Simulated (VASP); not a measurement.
# BP (P6_3/mmc) in VASP: further runs

BP is run at these levels: PBE; tasks: single point, relaxation of cell and atoms.

All numbers are computed with VASP 6.6.1; they aren't measurements. Logs are shortened: lines on timing, memory, paths and dates and some standing lists are left out, and cuts for length are marked.

### 1 The cell of the first run

It takes space group P6_3/mmc (No. 194, hexagonal). Conventional cell: a = 3.036 Å, b = 3.036 Å, c = 5.183 Å, α = 90.00°, β = 90.00°, γ = 120.00°. Within 2.9 Å of B (site symmetry -3m) lie 6 P at 2.18 Å and 2 B at 2.59 Å. P (site symmetry -6m2) has 6 B at 2.18 Å within 2.9 Å.

### 2 Single point, PBE

Contents of INCAR:

```
SYSTEM = BP
PREC     = Accurate       ! precision mode
ENCUT    = 520            ! plane-wave cutoff, eV
EDIFF    = 1E-7           ! SCF threshold, eV
ISMEAR   = 0              ! smearing method
SIGMA    = 0.1            ! smearing width, eV
LREAL    = .False.        ! projectors in reciprocal space
LASPH    = .True.         ! aspherical terms in the spheres
NELM     = 80             ! most SCF steps
ALGO     = Normal         ! electronic algorithm
ISIF     = 2              ! what is computed and relaxed
LWAVE    = .False.        ! write WAVECAR
LCHARG   = .True.         ! write CHGCAR
GGA      = PE             ! functional
LELF     = .True.         ! ELF
LVHAR    = .True.       
NBANDS   = 16             ! bands
```

Contents of KPOINTS:

```
Automatic mesh
0
Gamma
  6 6 4
  0 0 0
```

Contents of POSCAR:

```
BP
1.0
    3.0364372071      0.0000000000      0.0000000000
   -1.5182186035      2.6296317583      0.0000000000
    0.0000000000      0.0000000000      5.1830941959
B P
2 2
Direct
    0.0000000000      0.0000000000      0.0000000000
    0.0000000000      0.0000000000      0.5000000000
    0.3333333333      0.6666666667      0.2500000000
    0.6666666667      0.3333333333      0.7500000000
```

Potentials or basis: VASP PAW PBE potentials, release 64 (B, P).

Command:

```sh
> cat potpaw_PBE.64/B/POTCAR potpaw_PBE.64/P/POTCAR > POTCAR
> mpirun -np 1 vasp_std > vasp.out
```

OUTCAR:

```text
SYSTEM = BP
   PREC = Accurate
   ENCUT = 520
   EDIFF = 1E-7
   ISMEAR = 0
   LREAL = .False.
   LASPH = .True.
   NELM = 80
   ISIF = 2
   GGA = PE

 ion  position               nearest neighbor table
   1  0.000  0.000  0.000-   3 2.18   4 2.18   3 2.18   4 2.18   4 2.18   3 2.18
   2  0.000  0.000  0.500-   3 2.18   4 2.18   3 2.18   4 2.18   4 2.18   3 2.18
   3  0.333  0.667  0.250-   1 2.18   2 2.18   1 2.18   2 2.18   1 2.18   2 2.18
   4  0.667  0.333  0.750-   1 2.18   2 2.18   1 2.18   2 2.18   1 2.18   2 2.18

  LATTYP: Found a hexagonal cell.
 ALAT       =     3.0364372071
 C/A-ratio  =     1.7069657109

  Lattice vectors:

 A1 = (   3.0364372071,   0.0000000000,   0.0000000000)
 A2 = (  -1.5182186035,   2.6296317583,   0.0000000000)
 A3 = (   0.0000000000,   0.0000000000,   5.1830941959)

Analysis of symmetry for initial positions (statically):
=====================================================================
 Subroutine PRICEL returns:
 Original cell was already a primitive cell.

 Routine SETGRP: Setting up the symmetry group for a
 hexagonal supercell.

 Subroutine GETGRP returns: Found 24 space group operations
 (whereof 12 operations were pure point group operations)
 out of a pool of 24 trial point group operations.

The static configuration has the point symmetry D_3d.
 The point group associated with its full space group is D_6h.

Analysis of symmetry for dynamics (positions and initial velocities):
=====================================================================
 Subroutine PRICEL returns:
 Original cell was already a primitive cell.

 Routine SETGRP: Setting up the symmetry group for a
 hexagonal supercell.

 Subroutine GETGRP returns: Found 24 space group operations
 (whereof 12 operations were pure point group operations)
 out of a pool of 24 trial point group operations.

The dynamic configuration has the point symmetry D_3d.
 The point group associated with its full space group is D_6h.

 Subroutine INISYM returns: Found 24 space group operations
 (whereof 12 operations are pure point group operations),
 and found     1 'primitive' translations

----------------------------------------------------------------------------------------

                                     Primitive cell

  volume of cell :      41.3855

  direct lattice vectors                    reciprocal lattice vectors
     3.036437207  0.000000000  0.000000000     0.329333338  0.190140691  0.000000000
    -1.518218604  2.629631758  0.000000000     0.000000000  0.380281382  0.000000000
     0.000000000  0.000000000  5.183094196     0.000000000  0.000000000  0.192934946

  length of vectors
     3.036437207  3.036437207  5.183094196     0.380281382  0.380281382  0.192934946

  position of ions in fractional coordinates (direct lattice)
     0.000000000  0.000000000  0.000000000
     0.000000000  0.000000000  0.500000000
     0.333333333  0.666666667  0.250000000
     0.666666667  0.333333333  0.750000000

  ion indices of the primitive-cell ions
   primitive index   ion index
                 1           1
                 2           2
                 3           3
                 4           4

----------------------------------------------------------------------------------------

 KPOINTS: Automatic mesh

Automatic generation of k-mesh.
 Grid dimensions read from file:
 generate k-points for:    6    6    4

 Generating k-lattice:

  Cartesian coordinates                     Fractional coordinates (reciprocal lattice)
     0.054888890  0.031690115  0.000000000     0.166666667 -0.000000000  0.000000000
     0.000000000  0.063380230  0.000000000     0.000000000  0.166666667  0.000000000
     0.000000000  0.000000000  0.048233737     0.000000000  0.000000000  0.250000000

  Length of vectors
     0.063380230  0.063380230  0.048233737

  Shift w.r.t. Gamma in fractional coordinates (k-lattice)
     0.000000000  0.000000000  0.000000000

 Subroutine IBZKPT returns following result:
 ===========================================

 Found     21 irreducible k-points:

 Following reciprocal coordinates:
            Coordinates               Weight
  0.000000  0.000000  0.000000      1.000000
  0.166667  0.000000  0.000000      6.000000
  0.333333  0.000000  0.000000      6.000000
  0.500000  0.000000  0.000000      3.000000
  0.166667  0.166667  0.000000      6.000000
  0.333333  0.166667  0.000000     12.000000
[... 13 lines left out ...]
  0.333333  0.166667  0.500000     12.000000
  0.333333  0.333333  0.500000      2.000000
   k-points           NKPTS =     21   k-points in BZ     NKDIM =     21   number of bands    NBANDS=     16
   number of dos      NEDOS =    301   number of ions     NIONS =      4
   total plane-waves  NPLWV =  23040
   dimension x,y,z NGX =    24 NGY =   24 NGZ =   40
   dimension x,y,z NGXF=    48 NGYF=   48 NGZF=   80
   ions per type =               2   2
   NGX,Y,Z   is equivalent  to a cutoff of  13.14, 13.14, 12.83 a.u.
   NGXF,Y,Z  is equivalent  to a cutoff of  26.28, 26.28, 25.66 a.u.
 SYSTEM =  BP
   PREC   = accura    normal or accurate (medium, high low for compatibility)
   ISTART =      0    job   : 0-new  1-cont  2-samecut
   ICHARG =      2    charge: 1-file 2-atom 10-const
   ISPIN  =      1    spin polarized calculation?
   LNONCOLLINEAR =      F non collinear calculations
   LSORBIT =      F    spin-orbit coupling
   LASPH  =      T    aspherical Exc in radial PAW
   ENCUT  =  520.0 eV  38.22 Ry    6.18 a.u.   5.65  5.65  9.64*2*pi/ulx,y,z
   NELM   =     80;   NELMIN=  2; NELMDL= -5     # of ELM steps
   EDIFF  = 0.1E-06   stopping-criterion for ELM
   LREAL  =      F    real-space projection
   EDIFFG = 0.1E-05   stopping-criterion for IOM
   NSW    =      0    number of steps for IOM
   IBRION =     -1    ionic relax: 0-MD 1-quasi-New 2-CG
   NFREE  =      0    steps in history (QN), initial steepest desc. (CG)
   ISIF   =      2    stress and relaxation
   ISYM   =      2    0-nonsym 1-usesym 2-fastsym
   POTIM  = 0.5000    time-step for ionic-motion
   TEBEG  =    0.0;   TEEND  =   0.0 temperature during run
   PSTRESS=    0.0 pullay stress
   NELECT =      16.0000    total number of electrons
   NUPDOWN=      -1.0000    fix difference up-down
   EMIN   =  10.00;   EMAX   =-10.00  energy-range for DOS
   EFERMI =   0.00;   METHOD = LEGACY
   ISMEAR =     0;   SIGMA  =   0.10  broadening in eV -4-tet -1-fermi 0-gaus
   EFERMI_NEDOS =   21; number of points for ismear=-14 and -15
   IALGO  =     38    algorithm
   IMIX   =      4    mixing-type and parameters
     AMIX     =   0.40;   BMIX     =  1.00
     AMIX_MAG =   1.60;   BMIX_MAG =  1.00
  volume/ion in A,a.u.               =      10.35        69.82
  Fermi-wavevector in a.u.,A,eV,Ry     =   1.192611  2.253707 19.351843  1.422320
  Thomas-Fermi vector in A             =   2.328645
   LORBIT       =      0    0 simple, 1 ext, 2 COOP (PROOUT), +10 PAW based schemes
   GGA     = PE    functional components
   LHFCALC =     F    Hartree Fock is set to
   AEXX    =    0.0000 exact exchange contribution
   IVDW    =     0    specifies the selected vdW correction
   LEPSILON=     F    determine dielectric tensor
   LRPA    =     F    only Hartree local field effects (RPA)
 non-spin polarized calculation
 Gauss-broadening in eV      SIGMA  =   0.10
  energy-cutoff  :      520.00
  volume of cell :       41.39
 maximum number of plane-waves:      1135
 NGX is ok and might be reduce to    24
   NGX = 11   NGY = 11   NGZ = 19

 number of electron      16.0000002 magnetization

 Free energy of the ion-electron system (eV)
  ---------------------------------------------------
  ext. energy  EPLUGINS =         0.00000000
  ---------------------------------------------------
  free energy    TOTEN  =       -21.17594772 eV

  energy without entropy =      -21.17060183  energy(sigma->0) =      -21.17327478

 E-fermi :   9.4209     XC(G=0): -11.8166

 val. band max:        9.4092433695   @ k =   0.3333   0.0000   0.2500
 cond. band min:       9.5257270980   @ k =   0.3333   0.3333   0.5000
 fundamental gap:      0.1164837285
 Fermi energy:         9.4209190139

 k-point     1 :       0.0000    0.0000    0.0000
  band No.  band energies     occupation
      1      -7.2986      2.00000
      2      -3.3397      2.00000
      3      -1.2323      2.00000
      4       8.7095      2.00000
      5       8.7095      2.00000
      6       9.1489      1.99988
[... 8 lines left out ...]
     15      16.0635      0.00000
     16      18.4294      0.00000

 k-point     2 :       0.1667    0.0000    0.0000
  band No.  band energies     occupation
      1      -6.7675      2.00000
      2      -2.8247      2.00000
      3      -0.7393      2.00000
      4       5.6204      2.00000
      5       7.3792      2.00000
      6       8.8013      2.00000
[... 8 lines left out ...]
     15      16.4252      0.00000
     16      17.8256      0.00000

 k-point     3 :       0.3333    0.0000    0.0000
  band No.  band energies     occupation
      1      -5.1950      2.00000
      2      -1.4823      2.00000
      3       0.7271      2.00000
      4       1.6094      2.00000
      5       5.1609      2.00000
      6       6.0152      2.00000
[... 8 lines left out ...]
     15      18.7088      0.00000
     16      21.0235      0.00000

 k-point     4 :       0.5000    0.0000    0.0000
  band No.  band energies     occupation
      1      -2.8863      2.00000
      2      -2.5003      2.00000
      3       1.6271      2.00000
      4       2.0836      2.00000
      5       2.7951      2.00000
      6       3.5616      2.00000
[... 8 lines left out ...]
     15      20.0224      0.00000
     16      20.4147      0.00000
[... 267 lines left out ...]
 k-point    19 :       0.1667    0.1667    0.5000
  band No.  band energies     occupation
      1      -4.5251      2.00000
      2      -4.5251      2.00000
      3       4.2240      2.00000
      4       4.2240      2.00000
      5       4.6157      2.00000
      6       4.6157      2.00000
[... 8 lines left out ...]
     15      17.5473      0.00000
     16      17.5473      0.00000

 k-point    20 :       0.3333    0.1667    0.5000
  band No.  band energies     occupation
      1      -2.5715      2.00000
      2      -2.5715      2.00000
      3       0.9211      2.00000
      4       0.9211      2.00000
      5       4.0707      2.00000
      6       4.0707      2.00000
[... 8 lines left out ...]
     15      19.4536      0.00000
     16      19.4536      0.00000

 k-point    21 :       0.3333    0.3333    0.5000
  band No.  band energies     occupation
      1      -1.0697      2.00000
      2      -1.0697      2.00000
      3       0.3551      2.00000
      4       0.3551      2.00000
      5       1.8405      2.00000
      6       1.8405      2.00000
[... 8 lines left out ...]
     15      18.9926      0.00000
     16      18.9926      0.00000

------------------------ aborting loop because EDIFF is reached ----------------------------------------

  FORCE on cell =-STRESS in cart. coord.  units (eV):
  Direction    XX          YY          ZZ          XY          YZ          ZX
  --------------------------------------------------------------------------------------
  -------------------------------------------------------------------------------------
  Total       -0.0330336     -0.0330336     -0.0826747     -0.0000000      0.0000000     -0.0000000
  in kB       -1.2788439     -1.2788439     -3.2006258     -0.0000000      0.0000000     -0.0000000
  external PRESSURE =      -1.9194379 kB  Pullay stress =       0.0000000 kB

 VOLUME and BASIS-vectors are now :
 -----------------------------------------------------------------------------
  energy-cutoff  :      520.00
  volume of cell :       41.39
      direct lattice vectors                 reciprocal lattice vectors
     3.036437207  0.000000000  0.000000000     0.329333338  0.190140691  0.000000000
    -1.518218604  2.629631758  0.000000000     0.000000000  0.380281382  0.000000000
     0.000000000  0.000000000  5.183094196     0.000000000  0.000000000  0.192934946

 POSITION                                       TOTAL-FORCE (eV/Angst)
 -----------------------------------------------------------------------------------
      0.00000      0.00000      0.00000         0.000000      0.000000      0.000000
      0.00000      0.00000      2.59155         0.000000      0.000000      0.000000
     -0.00000      1.75309      1.29577         0.000000     -0.000000     -0.000000
      1.51822      0.87654      3.88732        -0.000000      0.000000      0.000000
 -----------------------------------------------------------------------------------
    total drift:                               -0.000000      0.000000      0.000000

  FREE ENERGIE OF THE ION-ELECTRON SYSTEM (eV)
  ---------------------------------------------------
  free  energy   TOTEN  =       -21.1759477209 eV

  energy  without entropy=      -21.1706018316  energy(sigma->0) =      -21.17327478
```

Wall time 6.2 s (1 thread of AMD EPYC 9R45 (Zen 5), shared host); peak memory 0.12 GiB.

What came out:

```
Free energy            : -21.1759 eV
Pressure               : -0.2 GPa
Band gap on the k mesh : zero (band 8 reaches 10.93 eV, above the bottom of band 9 at 5.12 eV)
```

Caveat: the k points lie up to 0.40 Å⁻¹ apart.

(Continued in part 2 of 2.)
